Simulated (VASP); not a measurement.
Set up this calculation in VASP 6.6.1, as the native input.

```
Task                   : single point
Functional             : LDA
Potentials or basis    : VASP PAW LDA potentials, release 64 (Hf_pv)
Cutoff                 : 520 eV
k mesh                 : 12 × 12 × 12
Occupations            : fermi-dirac, width 0.1 eV
Spin                   : no spin polarisation
Dipole correction      : no
Further INCAR settings : ALGO = Normal; EDIFF = 1e-06; NBANDS = 11
```

The structure of Hf lies in POSCAR:

```
Hf
1.0
   -1.7224997211      1.7224997211      1.7224997211
    1.7224997211     -1.7224997211      1.7224997211
    1.7224997211      1.7224997211     -1.7224997211
Hf
1
Direct
    0.0000000000      0.0000000000      0.0000000000
```

These files were run (other wordings do the same):

INCAR

```
SYSTEM = Hf
ALGO = Normal ; EDIFF = 1E-6
ENCUT = 520 ; ISIF = 2
ISMEAR = -1 ; LASPH = .TRUE.
LCHARG = .FALSE. ; LREAL = .FALSE.
LWAVE = .FALSE. ; NBANDS = 11
NELM = 100 ; PREC = Accurate
SIGMA = 0.1
```

KPOINTS

```
k-points
0
G
  12 12 12
  0 0 0
```

Potentials or basis: VASP PAW LDA potentials, release 64 (Hf_pv).

Run with:

```sh
$ cat potpaw_LDA.64/Hf_pv/POTCAR > POTCAR
$ mpirun -np 1 vasp_std > vasp.out
```

Results of the run:

The pressure is 0.2 GPa and the band gap on the k mesh is zero (band 5 reaches 6.59 eV, above the bottom of band 6 at 4.34 eV).

Caveat: spin-orbit coupling is left out, which moves the levels of the heavy elements.

Run time: 5.6 s on 1 thread of AMD EPYC 9R45 (Zen 5), with other jobs on the host, peak memory 0.1 GiB.
